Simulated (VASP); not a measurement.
# InP (F-43m) in VASP: notebook

InP is run at these levels: B3LYP, PBEsol-based screened hybrid, LDA; tasks: relaxation of cell and atoms, single point.

Program: VASP 6.6.1. These are calculated values, not measurements. Logs are shortened: lines on timing, memory, paths and dates and some standing lists are left out, and cuts for length are marked.

## Step 1: The cell of the first run

The structure is cubic, space group F-43m (No. 216). Conventional cell: a = 5.861 Å, b = 5.861 Å, c = 5.861 Å, α = 90.00°, β = 90.00°, γ = 90.00°. In (site symmetry -43m) has 4 P at 2.54 Å within 3.3 Å. P (site symmetry -43m) has 4 In at 2.54 Å within 3.3 Å.

## Step 2: Relaxation of cell and atoms, B3LYP

Contents of POSCAR:

```
InP
1.0
    0.0000000000      2.9305000000      2.9305000000
    2.9305000000      0.0000000000      2.9305000000
    2.9305000000      2.9305000000      0.0000000000
In P
1 1
Direct
    0.0000000000      0.0000000000      0.0000000000
    0.7500000000      0.7500000000      0.7500000000
```

Contents of INCAR.step1:

```
PREC = Accurate
ENCUT = 600
EDIFF = 1E-5
ISMEAR = -1
SIGMA = 0.05
LREAL = F
LASPH = T
NELM = 80
ALGO = Normal
LWAVE = T
LCHARG = F
GGA = PE
NBANDS = 16
```

Contents of INCAR.step2:

```
PREC = Accurate
ENCUT = 600
EDIFF = 1E-6
ISMEAR = -1
SIGMA = 0.05
LREAL = F
LASPH = T
NELM = 80
ALGO = Normal
ISIF = 3
LWAVE = F
LCHARG = F
GGA = B3
LHFCALC = T
AEXX = 0.2
AGGAX = 0.72
AGGAC = 0.81
ALDAC = 0.19
PRECFOCK = Normal
IBRION = 2
NSW = 60
EDIFFG = -0.01
ISTART = 1
```

Contents of KPOINTS:

```
regular mesh
0
Gamma
  4 4 4
```

Potentials or basis: VASP PAW PBE potentials, release 64 (In_d, P).

On the command line:

```console
$ cat potpaw_PBE.64/In_d/POTCAR potpaw_PBE.64/P/POTCAR > POTCAR
$ cp INCAR.step1 INCAR
$ mpirun -np 1 vasp_std > vasp.out
$ cp INCAR.step2 INCAR
$ mpirun -np 1 vasp_std > vasp.out
```

OUTCAR:

```text
PREC = Accurate
   ENCUT = 600
   EDIFF = 1E-6
   ISMEAR = -1
   LREAL = F
   LASPH = T
   NELM = 80
   ISIF = 3
   GGA = B3
   LHFCALC = T
   AEXX = 0.2
   PRECFOCK = Normal
   IBRION = 2
   NSW = 60
   EDIFFG = -0.01
   ISTART = 1

 ion  position               nearest neighbor table
   1  0.000  0.000  0.000-   2 2.54   2 2.54   2 2.54   2 2.54
   2  0.750  0.750  0.750-   1 2.54   1 2.54   1 2.54   1 2.54

  LATTYP: Found a face centered cubic cell.
 ALAT       =     5.8610000000

  Lattice vectors:

 A1 = (   0.0000000000,   2.9305000000,   2.9305000000)
 A2 = (   2.9305000000,   0.0000000000,   2.9305000000)
 A3 = (   2.9305000000,   2.9305000000,   0.0000000000)

Analysis of symmetry for initial positions (statically):
=====================================================================
 Subroutine PRICEL returns:
 Original cell was already a primitive cell.

 Routine SETGRP: Setting up the symmetry group for a
 face centered cubic supercell.

 Subroutine GETGRP returns: Found 24 space group operations
 (whereof 24 operations were pure point group operations)
 out of a pool of 48 trial point group operations.

The static configuration has the point symmetry T_d .

Analysis of symmetry for dynamics (positions and initial velocities):
=====================================================================
 Subroutine PRICEL returns:
 Original cell was already a primitive cell.

 Routine SETGRP: Setting up the symmetry group for a
 face centered cubic supercell.

 Subroutine GETGRP returns: Found 24 space group operations
 (whereof 24 operations were pure point group operations)
 out of a pool of 48 trial point group operations.

The dynamic configuration has the point symmetry T_d .

 Subroutine INISYM returns: Found 24 space group operations
 (whereof 24 operations are pure point group operations),
 and found     1 'primitive' translations

----------------------------------------------------------------------------------------

                                     Primitive cell

  volume of cell :      50.3333

  direct lattice vectors                    reciprocal lattice vectors
     0.000000000  2.930500000  2.930500000    -0.170619348  0.170619348  0.170619348
     2.930500000  0.000000000  2.930500000     0.170619348 -0.170619348  0.170619348
     2.930500000  2.930500000  0.000000000     0.170619348  0.170619348 -0.170619348

  length of vectors
     4.144352845  4.144352845  4.144352845     0.295521380  0.295521380  0.295521380
[... 66 lines left out ...]
   EDIFFG = -.1E-01   stopping-criterion for IOM
   NSW    =     60    number of steps for IOM
   IBRION =      2    ionic relax: 0-MD 1-quasi-New 2-CG
   NFREE  =      1    steps in history (QN), initial steepest desc. (CG)
   ISIF   =      3    stress and relaxation
   ISYM   =      3    0-nonsym 1-usesym 2-fastsym
   POTIM  = 0.5000    time-step for ionic-motion
   TEBEG  =    0.0;   TEEND  =   0.0 temperature during run
   PSTRESS=    0.0 pullay stress
   NELECT =      18.0000    total number of electrons
   NUPDOWN=      -1.0000    fix difference up-down
   EMIN   =  10.00;   EMAX   =-10.00  energy-range for DOS
   EFERMI =   0.00;   METHOD = LEGACY
   ISMEAR =    -1;   SIGMA  =   0.05  broadening in eV -4-tet -1-fermi 0-gaus
   EFERMI_NEDOS =   21; number of points for ismear=-14 and -15
   IALGO  =     38    algorithm
   IMIX   =      1    mixing-type and parameters
     AMIX     =   0.40;   BMIX     =  1.00
     AMIX_MAG =   1.60;   BMIX_MAG =  1.00
  volume/ion in A,a.u.               =      25.17       169.83
  Fermi-wavevector in a.u.,A,eV,Ry     =   1.162021  2.195901 18.371846  1.350293
  Thomas-Fermi vector in A             =   2.298587
   LORBIT       =      0    0 simple, 1 ext, 2 COOP (PROOUT), +10 PAW based schemes
   GGA     = B3    functional components
   LHFCALC =     T    Hartree Fock is set to
   PRECFOCK=normal    Normal, Fast or Accurate (Low or Medium for compatibility)
   ENCUT4O =  -1.0   cutoff for four orbital integrals eV
   NKREDX  =     1    reduce k-point grid by
   NKREDY  =     1    reduce k-point grid by
   NKREDZ  =     1    reduce k-point grid by
   AEXX    =    0.2000 exact exchange contribution
   HFSCREEN=    0.0000 screening length (either q_TF or 0.3 A-1)
   HFSCREENC=   0.0000 screening length for correlation (either q_TF or 0.3 A-1)
   ENCUTFOCK=  -1.0 apply spherical cutoff to Coloumb kernel
   IVDW    =     0    specifies the selected vdW correction
   LEPSILON=     F    determine dielectric tensor
   LRPA    =     F    only Hartree local field effects (RPA)
 conjugate gradient relaxation of ions
 non-spin polarized calculation
  energy-cutoff  :      600.00
  volume of cell :       50.33
 maximum number of plane-waves:      1700
 NGX is ok and might be reduce to    36
  NGX = 28; NGY = 28; NGZ = 28

--------------------------------------- Ionic step        1  -------------------------------------------

 number of electron      17.9999998 magnetization

 Free energy of the ion-electron system (eV)
  ---------------------------------------------------
  ext. energy  EPLUGINS =         0.00000000
  ---------------------------------------------------
  free energy    TOTEN  =        -9.18076880 eV

  energy without entropy =       -9.18076880  energy(sigma->0) =       -9.18076880

------------------------ aborting loop because EDIFF is reached ----------------------------------------

  FORCE on cell =-STRESS in cart. coord.  units (eV):
  Direction    XX          YY          ZZ          XY          YZ          ZX
  --------------------------------------------------------------------------------------
  -------------------------------------------------------------------------------------
  Total        1.4145497      1.4145497      1.4145497     -0.0000000      0.0000000      0.0000000
  in kB       45.0270621     45.0270621     45.0270621     -0.0000000      0.0000000      0.0000000
  external PRESSURE =      45.0270621 kB  Pullay stress =       0.0000000 kB
[... 95 lines left out ...]
--------------------------------------- Ionic step        4  -------------------------------------------

 number of electron      18.0000000 magnetization

 Free energy of the ion-electron system (eV)
  ---------------------------------------------------
  ext. energy  EPLUGINS =         0.00000000
  ---------------------------------------------------
  free energy    TOTEN  =        -9.22542987 eV

  energy without entropy =       -9.22542982  energy(sigma->0) =       -9.22542984

 E-fermi :   4.8839     XC(G=0):  -7.1507

 val. band max:        4.1374511345   @ k =   0.0000   0.0000   0.0000
 cond. band min:       5.5755183987   @ k =   0.0000   0.0000   0.0000
 fundamental gap:      1.4380672641
 Fermi energy:         4.8838836151

 k-point     1 :       0.0000    0.0000    0.0000
  band No.  band energies     occupation
      1     -11.4304      2.00000
      2     -11.4304      2.00000
      3     -11.4304      2.00000
      4     -11.2989      2.00000
      5     -11.2989      2.00000
      6      -7.9749      2.00000
      7       4.1375      2.00000
      8       4.1375      2.00000
      9       4.1375      2.00000
     10       5.5755      0.00000
     11       9.4708      0.00000
     12       9.4708      0.00000
     13       9.4708      0.00000
[... 139 lines left out ...]
  FREE ENERGIE OF THE ION-ELECTRON SYSTEM (eV)
  ---------------------------------------------------
  free  energy   TOTEN  =        -9.2254298667 eV

  energy  without entropy=       -9.2254298194  energy(sigma->0) =       -9.22542984

 reached required accuracy - stopping structural energy minimisation
```

OUTCAR.step1:

```text
PREC = Accurate
   ENCUT = 600
   EDIFF = 1E-5
   ISMEAR = -1
   LREAL = F
[... 354 lines left out ...]
      0.00000      0.00000      0.00000         0.000000      0.000000      0.000000
      4.39575      4.39575      4.39575        -0.000000     -0.000000     -0.000000
 -----------------------------------------------------------------------------------
    total drift:                                0.000000      0.000000      0.000000

  FREE ENERGIE OF THE ION-ELECTRON SYSTEM (eV)
  ---------------------------------------------------
  free  energy   TOTEN  =        -8.2721361057 eV

  energy  without entropy=       -8.2720961491  energy(sigma->0) =       -8.27211613
```

Run time: 50 min. Hardware: 1 thread of Intel Xeon 6975P-C, shared host; peak memory 0.24 GiB.

What came out:

```yaml
Free_energy: -9.2254 eV
Relaxed_volume: 26.81 Å³/atom
Relaxed_cell: a = 4.232 Å, b = 4.232 Å, c = 4.232 Å, α = 60.00°, β = 60.00°, γ = 60.00°
Space_group_after_relaxing_to_0.05_Å: F-43m (No. 216)
Energy_gained_by_relaxing: 22.3 meV/atom
Ionic_steps: 4
Pressure_after_relaxing: 0.0 GPa
Band_gap_on_the_k_mesh: 1.44 eV, direct
```

Step by step:
```tsv
step	energy change (eV)	largest force (eV/Å)	pressure (GPa)	volume (Å³)
1	0.0000	0.0000	4.50	50.33
2	-0.0314	0.0000	-2.05	55.66
3	-0.0447	0.0000	-0.07	53.68
4	-0.0447	0.0000	0.03	53.61
```

Final structure:
```yaml
crystal:
  lattice:
    - [0.00000, 2.99282, 2.99282]
    - [2.99282, 0.00000, 2.99282]
    - [2.99282, 2.99282, 0.00000]
  atoms:
    - { symbol: In, position: [0.00000, 0.00000, 0.00000] }
    - { symbol: P, position: [0.75000, 0.75000, 0.75000] }
```

Caveat: the k points lie up to 0.45 Å⁻¹ apart in the final cell; the PAW data sets were made with another functional, which shifts forces and pressure a little; spin-orbit coupling is left out, which moves the levels of the heavy elements. Zero-point motion and thermal expansion aren't in these numbers.

## Step 3: Single point, PBEsol-based screened hybrid

This run uses another cell than the first one, of 25.10 Å³/atom, 0.997 times its volume.

Contents of POSCAR:

```
InP
1.0
    0.0000000000      2.9277345314      2.9277345314
    2.9277345314      0.0000000000      2.9277345314
    2.9277345314      2.9277345314      0.0000000000
In P
1 1
Direct
    0.0000000000      0.0000000000      0.0000000000
    0.7500000000      0.7500000000      0.7500000000
```

Contents of INCAR.step1:

```
ALGO = Normal ; EDIFF = 1E-5
ENCUT = 520 ; GGA = PE
ISIF = 2 ; ISMEAR = -1
LASPH = True ; LREAL = False
LWAVE = True ; NBANDS = 16
NELM = 100 ; PREC = Accurate
SIGMA = 0.05
```

Contents of INCAR.step2:

```
AEXX = 0.25 ; ALGO = Normal
EDIFF = 1E-6 ; ENCUT = 520
GGA = PS ; HFSCREEN = 0.207
ISIF = 2 ; ISMEAR = -1
ISTART = 1 ; LASPH = True
LCHARG = True ; LELF = True
LHFCALC = True ; LREAL = False
LVHAR = True ; LWAVE = False
NBANDS = 16 ; NELM = 100
PREC = Accurate ; PRECFOCK = Normal
SIGMA = 0.05
```

Contents of KPOINTS:

```
k-points
0
Gamma
  4 4 4
```

Potentials or basis: VASP PAW PBE potentials, release 64 (In_d, P).

On the command line:

```console
$ cat potpaw_PBE.64/In_d/POTCAR potpaw_PBE.64/P/POTCAR > POTCAR
$ cp INCAR.step1 INCAR
$ mpirun -np 1 vasp_std > vasp.out
$ cp INCAR.step2 INCAR
$ mpirun -np 1 vasp_std > vasp.out
```

It took 5.1 min on 1 thread of AMD EPYC 7R13 (Zen 3), shared host; peak memory 0.25 GiB.

Results (log left out):

| Property | Result |
| --- | --- |
| Free energy | -10.4133 eV |
| Pressure | -0.2 GPa |
| Band gap on the k mesh | 1.44 eV, direct |

Levels at points of the mesh, in eV from the valence-band top:
| k point | band 6 | band 7 | band 8 | band 9 | band 10 | band 11 | band 12 | band 13 |
| --- | --- | --- | --- | --- | --- | --- | --- | --- |
| (0.00, 0.00, 0.00) | -12.78 | 0.00 | 0.00 | 0.00 | 1.44 | 4.85 | 4.85 | 4.85 |
| (0.50, 0.00, 0.00) | -10.87 | -6.32 | -1.08 | -1.08 | 2.19 | 5.59 | 5.59 | 7.91 |
| (0.50, 0.50, 0.00) | -10.15 | -6.32 | -2.58 | -2.58 | 2.26 | 2.91 | 10.36 | 10.86 |

Caveat: the k points lie up to 0.46 Å⁻¹ apart; the PAW data sets were made with another functional, which shifts forces and pressure a little; spin-orbit coupling is left out, which moves the levels of the heavy elements.

[end of part 1 of 2]
